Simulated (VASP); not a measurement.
Re: electric field gradients with PBEsol

Crystal: Re.

```
CELL_PARAMETERS angstrom
0.00000 1.97500 1.95525
1.97500 0.00000 1.95525
1.97500 1.97500 0.00000
ATOMIC_POSITIONS crystal
Re 0.00000 0.00000 0.00000
```

This cell differs from its parent crystal: zz strain of -1 %.

- Program: VASP 6.6.1
- Task: electric field gradients
- Functional: PBEsol
- Potentials or basis: VASP PAW PBE potentials, release 64 (Re)
- Cutoff: 520 eV
- k mesh: 14 × 14 × 14
- Occupations: fermi-dirac, width 0.05 eV
- Spin: no spin polarisation
- Dipole correction: no
- Further INCAR settings: ALGO = Normal; EDIFF = 1e-08; NBANDS = 10

```
Pressure : -15.8 GPa
```

Stress tensor (GPa, compression positive):
```
-16.40   0.00   0.00
  0.00 -16.40   0.00
  0.00   0.00 -14.49
```

Levels at points of the mesh, in eV from the Fermi level:
| k point | band 1 | band 2 | band 3 | band 4 | band 5 | band 6 | band 7 | band 8 |
| --- | --- | --- | --- | --- | --- | --- | --- | --- |
| (0.00, 0.00, 0.00) | -9.90 | -1.86 | -1.86 | -1.72 | 1.11 | 1.30 | 13.93 | 19.24 |
| (0.50, 0.00, 0.00) | -6.63 | -2.08 | -1.93 | 0.17 | 3.59 | 3.68 | 9.45 | 13.40 |
| (0.50, 0.50, 0.00) | -6.52 | -5.68 | 2.80 | 3.57 | 4.35 | 4.35 | 11.88 | 11.88 |
| (0.50, 0.00, 0.50) | -6.53 | -5.66 | 2.59 | 3.58 | 4.27 | 4.41 | 11.98 | 12.12 |

Electric field gradients, principal values (V/Å²):
```
atom   least  middle  greatest (by size)
1 Re  -5.171  -5.171              10.341
```

Run time: 37 s on 1 thread of Intel(R) Xeon(R) Platinum 8488C (Sapphire Rapids), on a shared host, peak memory 0.17 GiB.

Caveat: the cell differs from its parent crystal (zz strain of -1 %); without QUAD_EFG the Cq values of the log hold for a quadrupole moment of 1 mb, not for the nuclei; the PAW data sets were made with another functional, which shifts forces and pressure a little; spin-orbit coupling is left out, which moves the levels of the heavy elements.
